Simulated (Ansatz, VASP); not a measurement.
**One calculation of In, two programs**

```
In
1.0
     1.66964    0.96397    7.96124
    -1.66964    0.96397    7.96124
     0.00000   -1.92793    7.96124
In
3
Cartesian
  0.0000 0.0000 0.0000
  0.0000 0.0000 18.5818
  0.0000 0.0000 5.3019
```

Change from the starting cell: zz strain of -3 %, PAW files.

Alike in both runs: task electric field gradients; functional PBEsol; k mesh 14 × 14 × 14; occupations fermi-dirac, width 0.05 eV; no spin polarisation.

|  | VASP | Ansatz |
| --- | --- | --- |
| version | VASP 6.6.1 | Ansatz 0.2.0 |
| potentials or method | VASP PAW PBE potentials, release 64 (In_d) | PAW with Ansatz's default frozen-core files, scalar-relativistic |
| plane-wave cutoff (eV) | 520 | 420 |
| valence electrons in the cell | 39 | 39 |

|  | VASP | Ansatz | Ansatz less VASP |
| --- | --- | --- | --- |
| pressure (GPa) | 0.1 | 0.1 | +0.03 |
| traceless stress, the component that is largest in VASP (GPa) | 0.58 | 0.57 | -0.003 |
| rms of the force components (eV/Å) | 0.011 | 0.011 | +0.0002 |
| size of Vzz on the site where it differs most (V/Å²) | 7.7 | 7.4 | -0.30 |

VASP's potentials were made for PBE, not for PBEsol. Atom by atom the forces differ by 0.000 eV/Å (rms over components). The functional is the same, so the differences come from potentials, cutoffs and numerics.
